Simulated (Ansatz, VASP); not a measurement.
**Two plane-wave programs on Ru**

```
Ru
1.0
     2.68948    0.00000    0.00000
    -1.34474    2.32916    0.00000
     0.04252    0.00000    4.25194
Ru
2
Direct
  0.33333 0.66667 0.25000
  0.66667 0.33333 0.75000
```

Change from the starting cell: shear of c along a, cell held, atoms relaxed: +1.0 %.

Alike in both runs: functional PBEsol; k mesh 24 × 24 × 12; occupations gaussian, width 0.1 eV; no spin polarisation.

Ansatz relaxed the structure, and its values are those at the end. VASP's run is a single point on that final structure, the one shown.

```csv
,VASP,Ansatz
version,VASP 6.6.1,Ansatz 0.2.0
potentials or method,"VASP PAW PBE potentials, release 64 (Ru_pv), cutoff 500 eV","scalar-relativistic, plane waves, PAW"
valence electrons in the cell,28,32
```

```csv
,VASP,Ansatz,Ansatz less VASP
gap on the k mesh at the Fermi level (eV),none,none,-
pressure (GPa),0.1,0.1,-0.01
```

VASP's potentials were made for PBE, not for PBEsol. A gap of «none» marks a metal or a gap that the smearing closes. The functional is the same, so the differences come from potentials, cutoffs and numerics. VASP's potentials hold 28 valence electrons a cell and Ansatz's 32, so a difference there can come from the potentials and not from the codes. Ansatz's warnings: stress scf threshold loose.
